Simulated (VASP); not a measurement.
# Ca (P6_3/mmc) in VASP: single point with PBE

Aim: the single point of Ca with PBE.

Program: VASP 6.6.1. These are calculated values, not measurements. Logs are shortened: lines on timing, memory, paths and dates and some standing lists are left out, and cuts for length are marked.

**1. The cell of the first run**

It takes space group P6_3/mmc (No. 194, hexagonal). Conventional cell: a = 3.906 Å, b = 3.906 Å, c = 6.406 Å, α = 90.00°, β = 90.00°, γ = 120.00°. Within 5.1 Å of Ca (site symmetry -6m2) lie 12 Ca at 3.91 to 3.92 Å.

This isn't the form of Ca at room conditions, which is fcc.

**2. Single point, PBE**

Input file POSCAR:

```
Ca
1.0
    3.9056426315      0.0000000000      0.0000000000
   -1.9528213157      3.3823857370      0.0000000000
    0.0000000000      0.0000000000      6.4063296146
Ca
2
Direct
    0.3333333333      0.6666666667      0.7500000000
    0.6666666667      0.3333333333      0.2500000000
```

Input file INCAR.step1:

```
SYSTEM = Ca
ALGO = Normal
EDIFF = 1E-6
ENCUT = 520
GGA = PE
ISIF = 2
ISMEAR = 0
LASPH = .True.
LCHARG = .True.
LREAL = .False.
LWAVE = .False.
NBANDS = 17
NELM = 80
PREC = Accurate
SIGMA = 0.05
```

Input file KPOINTS.step1:

```
k-points
0
Gamma
  12 12 8
  0 0 0
```

Input file INCAR.step2:

```
SYSTEM = Ca
ALGO = Normal
EDIFF = 1E-6
ENCUT = 520
GGA = PE
ICHARG = 11
ISIF = 2
ISMEAR = -5
LASPH = .True.
LCHARG = .False.
LORBIT = 10
LREAL = .False.
LWAVE = .False.
NEDOS = 2001
NELM = 80
PREC = Accurate
SIGMA = 0.05
```

Input file KPOINTS.step2:

```
k-points
0
Gamma
  18 18 12
  0 0 0
```

Potentials or basis: VASP PAW PBE potentials, release 64 (Ca_sv).

On the command line:

```console
cat potpaw_PBE.64/Ca_sv/POTCAR > POTCAR
cp INCAR.step1 INCAR
cp KPOINTS.step1 KPOINTS
mpirun -np 1 vasp_std > vasp.out
cp INCAR.step2 INCAR
cp KPOINTS.step2 KPOINTS
mpirun -np 1 vasp_std > vasp.out
```

OUTCAR:

```text
SYSTEM = Ca
   EDIFF = 1E-6
   ENCUT = 520
   GGA = PE
   ICHARG = 11
   ISIF = 2
   ISMEAR = -5
   LASPH = .True.
   LORBIT = 10
   LREAL = .False.
   NELM = 80
   PREC = Accurate

 ion  position               nearest neighbor table
   1  0.333  0.667  0.750-
   2  0.667  0.333  0.250-

  LATTYP: Found a hexagonal cell.
 ALAT       =     3.9056426315
 C/A-ratio  =     1.6402754218

  Lattice vectors:

 A1 = (   3.9056426315,   0.0000000000,   0.0000000000)
 A2 = (  -1.9528213157,   3.3823857370,   0.0000000000)
 A3 = (   0.0000000000,   0.0000000000,   6.4063296146)

Analysis of symmetry for initial positions (statically):
=====================================================================
 Subroutine PRICEL returns:
 Original cell was already a primitive cell.

 Routine SETGRP: Setting up the symmetry group for a
 hexagonal supercell.

 Subroutine GETGRP returns: Found 24 space group operations
 (whereof 12 operations were pure point group operations)
 out of a pool of 24 trial point group operations.

The static configuration has the point symmetry D_3d.
 The point group associated with its full space group is D_6h.

Analysis of symmetry for dynamics (positions and initial velocities):
=====================================================================
 Subroutine PRICEL returns:
 Original cell was already a primitive cell.

 Routine SETGRP: Setting up the symmetry group for a
 hexagonal supercell.

 Subroutine GETGRP returns: Found 24 space group operations
 (whereof 12 operations were pure point group operations)
 out of a pool of 24 trial point group operations.

The dynamic configuration has the point symmetry D_3d.
 The point group associated with its full space group is D_6h.

 Subroutine INISYM returns: Found 24 space group operations
 (whereof 12 operations are pure point group operations),
 and found     1 'primitive' translations

----------------------------------------------------------------------------------------

                                     Primitive cell

  volume of cell :      84.6301

  direct lattice vectors                    reciprocal lattice vectors
     3.905642632  0.000000000  0.000000000     0.256039811  0.147824654  0.000000000
    -1.952821316  3.382385737  0.000000000     0.000000000  0.295649307  0.000000000
     0.000000000  0.000000000  6.406329615     0.000000000  0.000000000  0.156095621

  length of vectors
     3.905642632  3.905642631  6.406329615     0.295649307  0.295649307  0.156095621

  position of ions in fractional coordinates (direct lattice)
     0.333333333  0.666666667  0.750000000
     0.666666667  0.333333333  0.250000000

  ion indices of the primitive-cell ions
   primitive index   ion index
                 1           1
                 2           2

----------------------------------------------------------------------------------------

 KPOINTS: k-points

Automatic generation of k-mesh.
 Grid dimensions read from file:
 generate k-points for:   18   18   12

 Generating k-lattice:

  Cartesian coordinates                     Fractional coordinates (reciprocal lattice)
     0.014224434  0.008212481  0.000000000     0.055555556 -0.000000000  0.000000000
     0.000000000  0.016424962  0.000000000     0.000000000  0.055555556  0.000000000
     0.000000000  0.000000000  0.013007968     0.000000000  0.000000000  0.083333333

  Length of vectors
     0.016424962  0.016424962  0.013007968

  Shift w.r.t. Gamma in fractional coordinates (k-lattice)
     0.000000000  0.000000000  0.000000000

 TETIRR: Found   3954 inequivalent tetrahedra from    23328

 Subroutine IBZKPT returns following result:
 ===========================================

 Found    259 irreducible k-points:

 Following reciprocal coordinates:
            Coordinates               Weight
  0.000000  0.000000  0.000000      1.000000
  0.055556  0.000000  0.000000      6.000000
  0.111111  0.000000  0.000000      6.000000
  0.166667  0.000000  0.000000      6.000000
  0.222222  0.000000  0.000000      6.000000
  0.277778  0.000000  0.000000      6.000000
[... 16 lines left out ...]
  0.333333  0.111111  0.000000     12.000000
  0.388889  0.111111  0.000000     12.000000
 [... further k-points ...]
   k-points           NKPTS =    259   k-points in BZ     NKDIM =    259   number of bands    NBANDS=     14
   number of dos      NEDOS =   2001   number of ions     NIONS =      2
   total plane-waves  NPLWV =  43200
   dimension x,y,z NGX =    30 NGY =   30 NGZ =   48
   dimension x,y,z NGXF=    60 NGYF=   60 NGZF=   96
   ions per type =               2
   NGX,Y,Z   is equivalent  to a cutoff of  12.77, 12.77, 12.46 a.u.
   NGXF,Y,Z  is equivalent  to a cutoff of  25.54, 25.54, 24.91 a.u.
 SYSTEM =  Ca
   PREC   = accura    normal or accurate (medium, high low for compatibility)
   ISTART =      0    job   : 0-new  1-cont  2-samecut
   ICHARG =     11    charge: 1-file 2-atom 10-const
   ISPIN  =      1    spin polarized calculation?
   LNONCOLLINEAR =      F non collinear calculations
   LSORBIT =      F    spin-orbit coupling
   LASPH  =      T    aspherical Exc in radial PAW
   ENCUT  =  520.0 eV  38.22 Ry    6.18 a.u.   7.26  7.26 11.91*2*pi/ulx,y,z
   NELM   =     80;   NELMIN=  2; NELMDL=  0     # of ELM steps
   EDIFF  = 0.1E-05   stopping-criterion for ELM
   LREAL  =      F    real-space projection
   EDIFFG = 0.1E-04   stopping-criterion for IOM
   NSW    =      0    number of steps for IOM
   IBRION =     -1    ionic relax: 0-MD 1-quasi-New 2-CG
   NFREE  =      0    steps in history (QN), initial steepest desc. (CG)
   ISIF   =      2    stress and relaxation
   ISYM   =      2    0-nonsym 1-usesym 2-fastsym
   POTIM  = 0.5000    time-step for ionic-motion
   TEBEG  =    0.0;   TEEND  =   0.0 temperature during run
   PSTRESS=    0.0 pullay stress
   NELECT =      20.0000    total number of electrons
   NUPDOWN=      -1.0000    fix difference up-down
   EMIN   =  10.00;   EMAX   =-10.00  energy-range for DOS
   EFERMI =   0.00;   METHOD = LEGACY
   ISMEAR =    -5;   SIGMA  =   0.05  broadening in eV -4-tet -1-fermi 0-gaus
   EFERMI_NEDOS =   21; number of points for ismear=-14 and -15
   IALGO  =     38    algorithm
   IMIX   =      4    mixing-type and parameters
     AMIX     =   0.40;   BMIX     =  1.00
     AMIX_MAG =   1.60;   BMIX_MAG =  1.00
  volume/ion in A,a.u.               =      42.32       285.56
  Fermi-wavevector in a.u.,A,eV,Ry     =   1.012146  1.912679 13.938348  1.024440
  Thomas-Fermi vector in A             =   2.145238
   LORBIT       =     10    0 simple, 1 ext, 2 COOP (PROOUT), +10 PAW based schemes
   GGA     = PE    functional components
   LHFCALC =     F    Hartree Fock is set to
   AEXX    =    0.0000 exact exchange contribution
   IVDW    =     0    specifies the selected vdW correction
   LEPSILON=     F    determine dielectric tensor
   LRPA    =     F    only Hartree local field effects (RPA)
 non-spin polarized calculation
 Fermi weights with tetrahedron method with Bloechl corrections
  energy-cutoff  :      520.00
  volume of cell :       84.63
 maximum number of plane-waves:      2299
 NGX is ok and might be reduce to    30

 number of electron      19.9999992 magnetization

 Free energy of the ion-electron system (eV)
  ---------------------------------------------------
  ext. energy  EPLUGINS =         0.00000000
  ---------------------------------------------------
  free energy    TOTEN  =        -3.85295945 eV

  energy without entropy =       -3.85295945  energy(sigma->0) =       -3.85295945

 E-fermi :   2.0173     XC(G=0):  -7.7261

 val. band max:        2.0486285736   @ k =   0.2778   0.2222   0.1667
 cond. band min:       1.9222700852   @ k =   0.3333   0.3333   0.2500
 fundamental gap:     -0.1263584885
 Fermi energy:         2.0173292891

 k-point     1 :       0.0000    0.0000    0.0000
  band No.  band energies     occupation
      1     -40.0602      2.00000
      2     -40.0471      2.00000
      3     -21.1095      2.00000
      4     -20.9985      2.00000
      5     -20.9985      2.00000
      6     -20.9799      2.00000
      7     -20.9799      2.00000
      8     -20.9741      2.00000
      9      -2.0736      2.00000
     10       0.9421      2.00000
     11       1.7679      2.00000
     12       4.2527      0.00000
     13       4.2752      0.00000
     14       4.3001      0.00000

 k-point     2 :       0.0556    0.0000    0.0000
  band No.  band energies     occupation
      1     -40.0598      2.00000
      2     -40.0469      2.00000
      3     -21.1081      2.00000
      4     -21.0016      2.00000
      5     -20.9995      2.00000
      6     -20.9832      2.00000
      7     -20.9805      2.00000
      8     -20.9746      2.00000
      9      -2.0265      2.00000
     10       0.9886      2.00000
     11       1.7726      2.00000
     12       4.1132      0.00000
     13       4.3107      0.00000
     14       4.3798      0.00000
[... 343 lines left out ...]
      1     -40.0481      2.00000
      2     -40.0425      2.00000
      3     -21.0896      2.00000
      4     -21.0719      2.00000
      5     -21.0573      2.00000
      6     -21.0317      2.00000
      7     -21.0047      2.00000
      8     -21.0001      2.00000
      9       0.1056      2.00000
     10       2.1431      0.16753
     11       2.1529      0.00000
     12       2.3328      0.00000
     13       3.5812      0.00000
     14       3.7655      0.00000

 k-point    24 :       0.3889    0.1111    0.0000
  band No.  band energies     occupation
      1     -40.0467      2.00000
      2     -40.0424      2.00000
      3     -21.0982      2.00000
      4     -21.0785      2.00000
      5     -21.0496      2.00000
      6     -21.0355      2.00000
      7     -21.0069      2.00000
      8     -21.0055      2.00000
      9       0.6134      2.00000
     10       1.7099      2.10929
     11       2.2294      0.00000
     12       2.3604      0.00000
     13       3.4208      0.00000
     14       3.8867      0.00000

 [... further k-points ...]

------------------------ aborting loop because EDIFF is reached ----------------------------------------

  FORCE on cell =-STRESS in cart. coord.  units (eV):
  Direction    XX          YY          ZZ          XY          YZ          ZX
  --------------------------------------------------------------------------------------
  -------------------------------------------------------------------------------------
  Total       -0.0218116     -0.0218116      0.0479018     -0.0000000     -0.0000000      0.0000000
  in kB       -0.4129264     -0.4129264      0.9068543     -0.0000000     -0.0000000      0.0000000
  external PRESSURE =       0.0270005 kB  Pullay stress =       0.0000000 kB

 VOLUME and BASIS-vectors are now :
 -----------------------------------------------------------------------------
  energy-cutoff  :      520.00
  volume of cell :       84.63
      direct lattice vectors                 reciprocal lattice vectors
     3.905642632  0.000000000  0.000000000     0.256039811  0.147824654  0.000000000
    -1.952821316  3.382385737  0.000000000     0.000000000  0.295649307  0.000000000
     0.000000000  0.000000000  6.406329615     0.000000000  0.000000000  0.156095621

 POSITION                                       TOTAL-FORCE (eV/Angst)
 -----------------------------------------------------------------------------------
     -0.00000      2.25492      4.80475         0.000000      0.000000      0.000000
      1.95282      1.12746      1.60158        -0.000000      0.000000      0.000000
 -----------------------------------------------------------------------------------
    total drift:                               -0.000000      0.000000     -0.000000

  FREE ENERGIE OF THE ION-ELECTRON SYSTEM (eV)
  ---------------------------------------------------
  free  energy   TOTEN  =        -3.8529594526 eV

  energy  without entropy=       -3.8529594526  energy(sigma->0) =       -3.85295945

 total charge

# of ion       s       p       d       tot
------------------------------------------
    1        2.086   5.831   0.159   8.076
    2        2.086   5.831   0.159   8.076
--------------------------------------------------
tot          4.172  11.662   0.318  16.153
```

Run time: 5.7 min. Hardware: 1 thread of Intel Xeon Platinum 8375C at 2.90GHz (Ice Lake), shared host; peak memory 0.4 GiB.

Results:

| Quantity | Value |
| --- | --- |
| Valence electrons inside the program's atomic spheres | Ca 8.08 |

Levels at points of the mesh, in eV from the Fermi level:
```csv
k point,band 8,band 9,band 10,band 11,band 12,band 13
"(0.00, 0.00, 0.00)",-22.99,-4.09,-1.08,-0.25,2.24,2.26
"(0.50, 0.00, 0.00)",-23.02,-1.15,-0.73,0.18,0.35,1.34
"(0.00, 0.00, 0.50)",-23.01,-3.08,-3.08,1.35,1.35,2.25
"(0.50, 0.00, 0.50)",-23.03,-0.72,-0.72,0.07,0.07,1.42
```

Caveat: tetrahedron occupations give inexact forces and stress in metals.
